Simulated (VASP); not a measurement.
Set up this calculation in VASP 6.6.1, as the native input.

- Task: single point
- Functional: PBE
- Potentials or basis: VASP PAW PBE potentials, release 64 (Cu, O)
- Cutoff: 520 eV
- k mesh: 6 × 6 × 4
- Occupations: gaussian, width 0.1 eV
- Spin: collinear spin
- Starting moments: [1.0, -1.0, -1.0, 0.0, 0.0] μB
- Dipole correction: no
- Further INCAR settings: ALGO = Normal; EDIFF = 1e-07; NBANDS = 34

The structure of Cu3O2 lies in POSCAR:

```
Cu3O2
1.0
    4.5326387500      0.0000000000      0.0000000000
   -2.2663193700      3.9253803000      0.0000000000
    0.0000000000      0.0000000000      3.7941285000
Cu O
3 2
Direct
    0.4879607400      0.5120392600      0.5000000000
    0.4879607400      0.9759214800      0.5000000000
    0.0240785200      0.5120392600      0.5000000000
    0.0000000000      0.0000000000      0.0000000000
    0.6666666700      0.3333333300      0.5000000000
```

The cell was built from a structure type or drawn by symmetry, and may not be a known phase.

The input as run:

INCAR

```
PREC = Accurate
ENCUT = 520
EDIFF = 1E-7
ISMEAR = 0
SIGMA = 0.1
LREAL = F
LASPH = T
NELM = 150
ALGO = Normal
ISIF = 2
LWAVE = F
LCHARG = F
ISPIN = 2
MAGMOM = 1 -1 -1 0 0
LORBIT = 11
LMAXMIX = 4
GGA = PE
NBANDS = 34
```

KPOINTS

```
regular mesh
0
Gamma
  6 6 4
```

Potentials or basis: VASP PAW PBE potentials, release 64 (Cu, O).

The run is started by

```console
$ cat potpaw_PBE.64/Cu/POTCAR potpaw_PBE.64/O/POTCAR > POTCAR
$ mpirun -np 1 vasp_std > vasp.out
```

It gave:

| Item | Value |
| --- | --- |
| Pressure | 84.3 GPa |
| Largest force | 17.950 eV/Å |
| Net moment | 0.00 μB per cell |
| Valence electrons inside the program's atomic spheres | Cu 10.84; O 4.70, 5.55 |

Caveat: the k points lie up to 0.41 Å⁻¹ apart; forces of over 1 eV/Å act on the atoms, so gaps and moduli don't describe the material at rest.

Run time: 6.1 min on 1 thread of Intel Xeon 8259CL, on a shared host, peak memory 0.29 GiB.
